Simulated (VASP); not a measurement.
Write the native input for VASP 6.6.1 that does the following.

- Task: single point
- Functional: HSE06
- Potentials or basis: VASP PAW PBE potentials, release 64 (Hf_pv, Ge_d)
- Cutoff: 520 eV
- k mesh: 4 × 4 × 4
- Occupations: gaussian, width 0.1 eV
- Spin: no spin polarisation
- Dipole correction: no
- Grid for exact exchange (PRECFOCK): Normal
- Further INCAR settings: ALGO = Normal; EDIFF = 1e-06; NBANDS = 19
- Share of exact exchange: 0.25
- Screening parameter: 0.2079 1/Å

HfGe:

```
Hf Ge
1.0
     3.50084    0.00000    0.00000
     0.00000    3.50084    0.00000
     0.00000    0.00000    3.50084
Hf Ge
1 1
Direct
  0.00000 0.00000 0.00000
  0.50000 0.50000 0.50000
```

The input as run:

POSCAR

```
HfGe
1.0
    3.5008378700      0.0000000000      0.0000000000
    0.0000000000      3.5008378700      0.0000000000
    0.0000000000      0.0000000000      3.5008378700
Hf Ge
1 1
Direct
    0.0000000000      0.0000000000      0.0000000000
    0.5000000000      0.5000000000      0.5000000000
```

INCAR.step1

```
SYSTEM = HfGe
  PREC = Accurate
  ENCUT = 520
  EDIFF = 1E-5
  ISMEAR = 0
  SIGMA = 0.1
  LREAL = .False.
  LASPH = .True.
  NELM = 100
  ALGO = Normal
  ISIF = 2
  LWAVE = .True.
  GGA = PE
  NBANDS = 19
```

INCAR.step2

```
SYSTEM = HfGe
  PREC = Accurate
  ENCUT = 520
  EDIFF = 1E-6
  ISMEAR = 0
  SIGMA = 0.1
  LREAL = .False.
  LASPH = .True.
  NELM = 100
  ALGO = Normal
  ISIF = 2
  LWAVE = .False.
  LCHARG = .True.
  GGA = PE
  LHFCALC = .True.
  HFSCREEN = 0.2079
  PRECFOCK = Normal
  LELF = .True.
  LVHAR = .True.
  ISTART = 1
  NBANDS = 19
```

KPOINTS

```
Automatic mesh
0
Gamma
  4 4 4
  0 0 0
```

Potentials or basis: VASP PAW PBE potentials, release 64 (Hf_pv, Ge_d).

Launch:

```sh
$ cat potpaw_PBE.64/Hf_pv/POTCAR potpaw_PBE.64/Ge_d/POTCAR > POTCAR
$ cp INCAR.step1 INCAR
$ mpirun -np 1 vasp_std > vasp.out
$ cp INCAR.step2 INCAR
$ mpirun -np 1 vasp_std > vasp.out
```

It gave:

| Item | Value |
| --- | --- |
| Pressure | -12.7 GPa |
| Band gap on the k mesh | zero (bands 12 and 13 overlap by 2.06 eV) |

Caveat: the k points lie up to 0.45 Å⁻¹ apart, too coarse for converged energies and pressures of a metal; the PAW data sets were made with another functional, which shifts forces and pressure a little; spin-orbit coupling is left out, which moves the levels of the heavy elements.

Wall time 13 min on 1 thread of AMD EPYC 7R43 64-Core Processor (Zen 3), on a shared host, peak memory 0.24 GiB.
